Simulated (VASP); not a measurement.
# KI (F-43m) in VASP: settings compared

The runs below take KI through single point, with PBE, LDA.

All numbers are computed with VASP 6.6.1; they aren't measurements. Logs are shortened: lines on timing, memory, paths and dates and some standing lists are left out, and cuts for length are marked.

**1. The cell of the first run**

It takes space group F-43m (No. 216, cubic). Conventional cell: a = 7.932 Å, b = 7.932 Å, c = 7.932 Å, α = 90.00°, β = 90.00°, γ = 90.00°. Within 4.5 Å of K (site symmetry -43m) lie 4 I at 3.43 Å. Within 4.5 Å of I (site symmetry -43m) lie 4 K at 3.43 Å.

**2. Single point, PBE**

INCAR

```
SYSTEM = KI
PREC = Accurate
ENCUT = 520
EDIFF = 1E-7
ISMEAR = 0
SIGMA = 0.01
LREAL = .FALSE.
LASPH = .TRUE.
NELM = 100
ALGO = Normal
ISIF = 2
LWAVE = .FALSE.
LCHARG = .FALSE.
GGA = PE
NBANDS = 15
```

KPOINTS

```
Automatic mesh
0
G
  4 4 4
  0 0 0
```

POSCAR

```
KI
1.0
    0.0000000000      3.9658927787      3.9658927787
    3.9658927787      0.0000000000      3.9658927787
    3.9658927787      3.9658927787      0.0000000000
K I
1 1
Direct
    0.0000000000      0.0000000000      0.0000000000
    0.2500000000      0.2500000000      0.2500000000
```

Potentials or basis: VASP PAW PBE potentials, release 64 (K_sv, I).

Run with:

```bash
> cat potpaw_PBE.64/K_sv/POTCAR potpaw_PBE.64/I/POTCAR > POTCAR
> mpirun -np 1 vasp_std > vasp.out
```

OUTCAR:

```text
SYSTEM = KI
   PREC = Accurate
   ENCUT = 520
   EDIFF = 1E-7
   ISMEAR = 0
   LREAL = .FALSE.
   LASPH = .TRUE.
   NELM = 100
   ISIF = 2
   GGA = PE

 ion  position               nearest neighbor table
   1  0.000  0.000  0.000-   2 3.43   2 3.43   2 3.43   2 3.43
   2  0.250  0.250  0.250-   1 3.43   1 3.43   1 3.43   1 3.43

  LATTYP: Found a face centered cubic cell.
 ALAT       =     7.9317855574

  Lattice vectors:

 A1 = (   0.0000000000,   3.9658927787,   3.9658927787)
 A2 = (   3.9658927787,   0.0000000000,   3.9658927787)
 A3 = (   3.9658927787,   3.9658927787,   0.0000000000)

Analysis of symmetry for initial positions (statically):
=====================================================================
 Subroutine PRICEL returns:
 Original cell was already a primitive cell.

 Routine SETGRP: Setting up the symmetry group for a
 face centered cubic supercell.

 Subroutine GETGRP returns: Found 24 space group operations
 (whereof 24 operations were pure point group operations)
 out of a pool of 48 trial point group operations.

The static configuration has the point symmetry T_d .

Analysis of symmetry for dynamics (positions and initial velocities):
=====================================================================
 Subroutine PRICEL returns:
 Original cell was already a primitive cell.

 Routine SETGRP: Setting up the symmetry group for a
 face centered cubic supercell.

 Subroutine GETGRP returns: Found 24 space group operations
 (whereof 24 operations were pure point group operations)
 out of a pool of 48 trial point group operations.

The dynamic configuration has the point symmetry T_d .

 Subroutine INISYM returns: Found 24 space group operations
 (whereof 24 operations are pure point group operations),
 and found     1 'primitive' translations

----------------------------------------------------------------------------------------

                                     Primitive cell

  volume of cell :     124.7535

  direct lattice vectors                    reciprocal lattice vectors
     0.000000000  3.965892779  3.965892779    -0.126075017  0.126075017  0.126075017
     3.965892779  0.000000000  3.965892779     0.126075017 -0.126075017  0.126075017
     3.965892779  3.965892779  0.000000000     0.126075017  0.126075017 -0.126075017

  length of vectors
     5.608619355  5.608619355  5.608619355     0.218368335  0.218368335  0.218368335

  position of ions in fractional coordinates (direct lattice)
     0.000000000  0.000000000  0.000000000
     0.250000000  0.250000000  0.250000000

  ion indices of the primitive-cell ions
   primitive index   ion index
                 1           1
                 2           2

----------------------------------------------------------------------------------------

 KPOINTS: Automatic mesh

Automatic generation of k-mesh.
 Grid dimensions read from file:
 generate k-points for:    4    4    4

 Generating k-lattice:

  Cartesian coordinates                     Fractional coordinates (reciprocal lattice)
    -0.031518754  0.031518754  0.031518754     0.250000000  0.000000000  0.000000000
     0.031518754 -0.031518754  0.031518754     0.000000000  0.250000000  0.000000000
     0.031518754  0.031518754 -0.031518754     0.000000000  0.000000000  0.250000000

  Length of vectors
     0.054592084  0.054592084  0.054592084

  Shift w.r.t. Gamma in fractional coordinates (k-lattice)
     0.000000000  0.000000000  0.000000000

 Subroutine IBZKPT returns following result:
 ===========================================

 Found      8 irreducible k-points:

 Following reciprocal coordinates:
            Coordinates               Weight
  0.000000  0.000000  0.000000      1.000000
  0.250000  0.000000  0.000000      8.000000
  0.500000  0.000000  0.000000      4.000000
  0.250000  0.250000  0.000000      6.000000
  0.500000  0.250000  0.000000     24.000000
 -0.250000  0.250000  0.000000     12.000000
  0.500000  0.500000  0.000000      3.000000
 -0.250000  0.500000  0.250000      6.000000
   k-points           NKPTS =      8   k-points in BZ     NKDIM =      8   number of bands    NBANDS=     15
   number of dos      NEDOS =    301   number of ions     NIONS =      2
   total plane-waves  NPLWV =  74088
   dimension x,y,z NGX =    42 NGY =   42 NGZ =   42
   dimension x,y,z NGXF=    84 NGYF=   84 NGZF=   84
   ions per type =               1   1
   NGX,Y,Z   is equivalent  to a cutoff of  12.45, 12.45, 12.45 a.u.
   NGXF,Y,Z  is equivalent  to a cutoff of  24.90, 24.90, 24.90 a.u.
 SYSTEM =  KI
   PREC   = accura    normal or accurate (medium, high low for compatibility)
   ISTART =      0    job   : 0-new  1-cont  2-samecut
   ICHARG =      2    charge: 1-file 2-atom 10-const
   ISPIN  =      1    spin polarized calculation?
   LNONCOLLINEAR =      F non collinear calculations
   LSORBIT =      F    spin-orbit coupling
   LASPH  =      T    aspherical Exc in radial PAW
   ENCUT  =  520.0 eV  38.22 Ry    6.18 a.u.  10.43 10.43 10.43*2*pi/ulx,y,z
   NELM   =    100;   NELMIN=  2; NELMDL= -5     # of ELM steps
   EDIFF  = 0.1E-06   stopping-criterion for ELM
   LREAL  =      F    real-space projection
   EDIFFG = 0.1E-05   stopping-criterion for IOM
   NSW    =      0    number of steps for IOM
   IBRION =     -1    ionic relax: 0-MD 1-quasi-New 2-CG
   NFREE  =      0    steps in history (QN), initial steepest desc. (CG)
   ISIF   =      2    stress and relaxation
   ISYM   =      2    0-nonsym 1-usesym 2-fastsym
   POTIM  = 0.5000    time-step for ionic-motion
   TEBEG  =    0.0;   TEEND  =   0.0 temperature during run
   PSTRESS=    0.0 pullay stress
   NELECT =      16.0000    total number of electrons
   NUPDOWN=      -1.0000    fix difference up-down
   EMIN   =  10.00;   EMAX   =-10.00  energy-range for DOS
   EFERMI =   0.00;   METHOD = LEGACY
   ISMEAR =     0;   SIGMA  =   0.01  broadening in eV -4-tet -1-fermi 0-gaus
   EFERMI_NEDOS =   21; number of points for ismear=-14 and -15
   IALGO  =     38    algorithm
   IMIX   =      4    mixing-type and parameters
     AMIX     =   0.40;   BMIX     =  1.00
     AMIX_MAG =   1.60;   BMIX_MAG =  1.00
  volume/ion in A,a.u.               =      62.38       420.94
  Fermi-wavevector in a.u.,A,eV,Ry     =   0.825589  1.560137  9.273691  0.681597
  Thomas-Fermi vector in A             =   1.937474
   LORBIT       =      0    0 simple, 1 ext, 2 COOP (PROOUT), +10 PAW based schemes
   GGA     = PE    functional components
   LHFCALC =     F    Hartree Fock is set to
   AEXX    =    0.0000 exact exchange contribution
   IVDW    =     0    specifies the selected vdW correction
   LEPSILON=     F    determine dielectric tensor
   LRPA    =     F    only Hartree local field effects (RPA)
 non-spin polarized calculation
 Gauss-broadening in eV      SIGMA  =   0.01
  energy-cutoff  :      520.00
  volume of cell :      124.75
 maximum number of plane-waves:      3383
 NGX is ok and might be reduce to    42
   NGX = 21   NGY = 21   NGZ = 21

 number of electron      16.0000003 magnetization

 Free energy of the ion-electron system (eV)
  ---------------------------------------------------
  ext. energy  EPLUGINS =         0.00000000
  ---------------------------------------------------
  free energy    TOTEN  =        -5.38596482 eV

  energy without entropy =       -5.38596482  energy(sigma->0) =       -5.38596482

 E-fermi :  -2.1338     XC(G=0):  -5.7317

 val. band max:       -2.1843024725   @ k =   0.0000   0.0000   0.0000
 cond. band min:       1.7466916842   @ k =   0.0000   0.0000   0.0000
 fundamental gap:      3.9309941566
 Fermi energy:        -2.1337945083

 k-point     1 :       0.0000    0.0000    0.0000
  band No.  band energies     occupation
      1     -30.6483      2.00000
      2     -14.1429      2.00000
      3     -14.1429      2.00000
      4     -14.1429      2.00000
      5     -12.1983      2.00000
      6      -2.1843      2.00000
      7      -2.1843      2.00000
      8      -2.1843      2.00000
      9       1.7467      0.00000
     10       5.3589      0.00000
     11       5.3589      0.00000
     12       5.9779      0.00000
     13       5.9779      0.00000
     14       5.9779      0.00000
     15       6.9539      0.00000

 k-point     2 :       0.2500    0.0000    0.0000
  band No.  band energies     occupation
      1     -30.6481      2.00000
      2     -14.1719      2.00000
      3     -14.1444      2.00000
      4     -14.1444      2.00000
      5     -12.1488      2.00000
      6      -2.4432      2.00000
      7      -2.1875      2.00000
      8      -2.1875      2.00000
      9       2.5545      0.00000
     10       5.0217      0.00000
     11       5.0217      0.00000
     12       5.2213      0.00000
     13       6.2368      0.00000
     14       6.3653      0.00000
     15       6.3653      0.00000

 k-point     3 :       0.5000    0.0000    0.0000
  band No.  band energies     occupation
      1     -30.6478      2.00000
      2     -14.1995      2.00000
      3     -14.1459      2.00000
      4     -14.1459      2.00000
      5     -12.1007      2.00000
      6      -2.6454      2.00000
      7      -2.1913      2.00000
      8      -2.1913      2.00000
      9       3.4800      0.00000
     10       4.3184      0.00000
     11       4.9322      0.00000
     12       4.9322      0.00000
     13       6.2728      0.00000
     14       6.2728      0.00000
     15       6.8344      0.00000

 k-point     4 :       0.2500    0.2500    0.0000
  band No.  band energies     occupation
      1     -30.6480      2.00000
      2     -14.1782      2.00000
      3     -14.1465      2.00000
      4     -14.1465      2.00000
      5     -12.1326      2.00000
      6      -2.4665      2.00000
      7      -2.2138      2.00000
      8      -2.2138      2.00000
      9       2.7930      0.00000
     10       4.2686      0.00000
     11       5.1502      0.00000
     12       5.8054      0.00000
     13       6.3007      0.00000
     14       6.3007      0.00000
     15       6.9814      0.00000

 k-point     5 :       0.5000    0.2500    0.0000
  band No.  band energies     occupation
      1     -30.6478      2.00000
      2     -14.2029      2.00000
      3     -14.1507      2.00000
      4     -14.1480      2.00000
      5     -12.0849      2.00000
      6      -2.5750      2.00000
      7      -2.3133      2.00000
      8      -2.2167      2.00000
      9       3.4903      0.00000
     10       4.1241      0.00000
     11       4.9128      0.00000
     12       5.4320      0.00000
     13       6.4663      0.00000
     14       6.4790      0.00000
     15       6.9267      0.00000

 k-point     6 :      -0.2500    0.2500    0.0000
  band No.  band energies     occupation
      1     -30.6478      2.00000
      2     -14.1949      2.00000
      3     -14.1507      2.00000
      4     -14.1459      2.00000
      5     -12.1006      2.00000
      6      -2.5174      2.00000
      7      -2.3366      2.00000
      8      -2.1904      2.00000
      9       3.4606      0.00000
     10       4.3648      0.00000
     11       4.8530      0.00000
     12       4.8715      0.00000
     13       6.5195      0.00000
     14       6.5209      0.00000
     15       6.8728      0.00000

 k-point     7 :       0.5000    0.5000    0.0000
  band No.  band energies     occupation
      1     -30.6477      2.00000
      2     -14.2113      2.00000
      3     -14.1500      2.00000
      4     -14.1500      2.00000
      5     -12.0692      2.00000
      6      -2.6647      2.00000
      7      -2.2411      2.00000
      8      -2.2411      2.00000
      9       3.1024      0.00000
     10       4.0664      0.00000
     11       5.7240      0.00000
     12       6.1727      0.00000
     13       6.1727      0.00000
     14       6.5794      0.00000
     15       6.6254      0.00000

 k-point     8 :      -0.2500    0.5000    0.2500
  band No.  band energies     occupation
      1     -30.6477      2.00000
      2     -14.2088      2.00000
      3     -14.1526      2.00000
      4     -14.1501      2.00000
      5     -12.0692      2.00000
      6      -2.4966      2.00000
      7      -2.4279      2.00000
      8      -2.2518      2.00000
      9       3.4182      0.00000
     10       4.2894      0.00000
     11       5.2346      0.00000
     12       5.4099      0.00000
     13       6.2329      0.00000
     14       6.6043      0.00000
     15       6.9905      0.00000

------------------------ aborting loop because EDIFF is reached ----------------------------------------

  FORCE on cell =-STRESS in cart. coord.  units (eV):
  Direction    XX          YY          ZZ          XY          YZ          ZX
  --------------------------------------------------------------------------------------
  -------------------------------------------------------------------------------------
  Total        0.1408719      0.1408719      0.1408719      0.0000000     -0.0000000      0.0000000
  in kB        1.8091811      1.8091811      1.8091811      0.0000000     -0.0000000      0.0000000
  external PRESSURE =       1.8091811 kB  Pullay stress =       0.0000000 kB

 VOLUME and BASIS-vectors are now :
 -----------------------------------------------------------------------------
  energy-cutoff  :      520.00
  volume of cell :      124.75
      direct lattice vectors                 reciprocal lattice vectors
     0.000000000  3.965892779  3.965892779    -0.126075017  0.126075017  0.126075017
     3.965892779  0.000000000  3.965892779     0.126075017 -0.126075017  0.126075017
     3.965892779  3.965892779  0.000000000     0.126075017  0.126075017 -0.126075017

 POSITION                                       TOTAL-FORCE (eV/Angst)
 -----------------------------------------------------------------------------------
      0.00000      0.00000      0.00000        -0.000000     -0.000000     -0.000000
      1.98295      1.98295      1.98295         0.000000      0.000000      0.000000
 -----------------------------------------------------------------------------------
    total drift:                               -0.000000     -0.000000     -0.000000

  FREE ENERGIE OF THE ION-ELECTRON SYSTEM (eV)
  ---------------------------------------------------
  free  energy   TOTEN  =        -5.3859648186 eV

  energy  without entropy=       -5.3859648186  energy(sigma->0) =       -5.38596482
```

It took 9.6 s on 1 thread of Intel Xeon 6975P-C (Granite Rapids), shared host; peak memory 0.25 GiB.

Results:

- Free energy: -5.3860 eV
- Pressure: 0.2 GPa
- Band gap on the k mesh: 3.93 eV

Caveat: spin-orbit coupling is left out, which moves the levels of the heavy elements.

**3. Single point, LDA**

This run uses another cell than the first one, of 55.66 Å³/atom.

INCAR

```
  PREC = Accurate
  ENCUT = 520
  EDIFF = 1E-6
  ISMEAR = -1
  SIGMA = 0.02
  LREAL = False
  LASPH = True
  NELM = 100
  ALGO = Normal
  ISIF = 2
  LWAVE = False
  LCHARG = False
  GGA = CA
  NBANDS = 15
```

KPOINTS

```
regular mesh
0
Gamma
  6 6 6
```

POSCAR

```
KI
1.0
    0.0000000000      3.8182035398      3.8182035398
    3.8182035398      0.0000000000      3.8182035398
    3.8182035398      3.8182035398      0.0000000000
K I
1 1
Direct
    0.0000000000      0.0000000000      0.0000000000
    0.2500000000      0.2500000000      0.2500000000
```

Potentials or basis: VASP PAW LDA potentials, release 64 (K_sv, I).

Run with:

```bash
> cat potpaw_LDA.64/K_sv/POTCAR potpaw_LDA.64/I/POTCAR > POTCAR
> mpirun -np 1 vasp_std > vasp.out
```

Run time: 9.5 s. Hardware: 1 thread of Intel Xeon 6975P-C (Granite Rapids), shared host; peak memory 0.2 GiB.

It converged, with:

```yaml
Free_energy: -5.8340 eV
Pressure: 0.1 GPa
Band_gap_on_the_k_mesh: 3.80 eV (least direct gap 3.81 eV)
```

Levels at points of the mesh, in eV from the valence-band top:
```csv
k point,band 6,band 7,band 8,band 9,band 10,band 11
"(0.00, 0.00, 0.00)",-0.01,-0.01,-0.01,3.80,7.50,7.50
"(0.50, 0.00, 0.00)",-0.58,-0.01,-0.01,5.64,6.51,7.06
"(0.50, 0.50, 0.00)",-0.62,-0.05,-0.05,5.06,6.13,8.33
```

Caveat: spin-orbit coupling is left out, which moves the levels of the heavy elements.
